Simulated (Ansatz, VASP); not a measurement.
Two plane-wave programs on EuS

```
Eu S
1.0
     4.21223    0.00000    0.00000
     2.10612    3.64790    0.00000
     2.10612    1.21597    3.43928
Eu S
1 1
Direct
  0.00000 0.00000 0.00000
  0.50000 0.50000 0.50000
```

Alike in both runs: task relaxation of cell and atoms; functional PBEsol; k mesh 6 × 6 × 6; collinear spin.

```csv
,VASP,Ansatz
version,VASP 6.6.1,Ansatz 0.2.0
potentials or method,"VASP PAW PBE potentials, release 64 (Eu, S)","plane waves, PAW"
plane-wave cutoff (eV),600,420
occupations,"fermi-dirac, width 0.1 eV",fermi-dirac
valence electrons in the cell,23,23
```

VASP gave:

| Property | Result |
| --- | --- |
| net moment per atom (μB) | 3.45 |
| size of the moment on the site where the two differ most (μB) | 6.52 |
| relaxed volume (Å³/atom) | 23.38 |
| relaxed length of the cell vector where the two differ most in proportion (Å) | 4.044 |

Problem. What did Ansatz give for the same quantities?

Solution. net moment per atom (μB): 3.45; size of the moment on the site where the two differ most (μB): 6.65; relaxed volume (Å³/atom): 23.49; relaxed length of the cell vector where the two differ most in proportion (Å): 4.050.

VASP's potentials were made for PBE, not for PBEsol. Site moments also hang on the region over which each program counts them.

Neither program's run includes spin-orbit coupling.
